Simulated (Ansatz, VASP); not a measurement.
Al3B2N: VASP beside Ansatz

```
Al B N
1.0
     4.76028    0.00000    0.00000
    -2.38014    4.12252    0.00000
     0.00000    0.00000    6.71615
Al B N
3 2 1
Direct
  0.33333 0.66667 0.00000
  0.66667 0.33333 0.00000
  0.00000 0.00000 0.00000
  0.00000 0.00000 0.30378
  0.00000 0.00000 0.69622
  0.00000 0.00000 0.50000
```

Alike in both runs: functional PBE; k mesh 6 × 6 × 4; occupations gaussian, width 0.1 eV; no spin polarisation.

Ansatz relaxed the structure, and its values are those at the end. VASP's run is a single point on that final structure, the one shown.

```csv
,VASP,Ansatz
version,VASP 6.6.1,Ansatz 0.2.0
potentials or method,"VASP PAW PBE potentials, release 64 (Al, B, N), cutoff 520 eV","scalar-relativistic, plane waves, PAW"
valence electrons in the cell,20,20
```

|  | VASP | Ansatz | Ansatz less VASP |
| --- | --- | --- | --- |
| gap on the k mesh at the Fermi level (eV) | none | none | - |
| pressure (GPa) | -0.2 | -0.1 | +0.06 |

A gap of «none» marks a metal or a gap that the smearing closes.
